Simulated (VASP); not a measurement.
Runs of VASP 6.6.1 on YGa3As2. The structure is that of space group P-4m2 (No. 115), or close to it. The cells are those of the table. 

| task | cell | k mesh | cutoff (eV) | gap on the mesh (eV) | pressure (GPa) | largest force (eV/Å) |
| --- | --- | --- | --- | --- | --- | --- |
| single point | a = 4.372, b = 4.372, c = 6.183 Å, 6 atoms | 4 × 4 × 4 | 520 | none | 14.5 | (a) |
| relaxation of cell and atoms | relaxed from a = 4.372, b = 4.372, c = 6.183 Å, 6 atoms | 4 × 4 × 4 | 600 | none | 0.1 | 0.02 |
| single point | a = 4.394, b = 4.394, c = 7.267 Å, 6 atoms | 10 × 10 × 6 | 520 | none | 0.1 | 0.02 |
| single point | a = 4.346, b = 4.346, c = 7.367 Å, 6 atoms | 4 × 4 × 4 | 520 | none | 0.3 | 0.06 |

Alike in all rows: level PBE; potentials or basis VASP PAW PBE potentials, release 64 (Y_sv, Ga_d, As); no spin polarisation; smearing gaussian 0.1 eV.

Q: Fill in the values left out.

A: (a) 1.55.

Caveats: some runs use coarse meshes; forces of over 1 eV/Å act on the atoms, so gaps and moduli don't describe the material at rest (some runs).

A k mesh can miss the band edges, and the runs leave out spin-orbit coupling on As, Ga, Y.

A gap of «none» marks levels without a gap at the run's occupations.
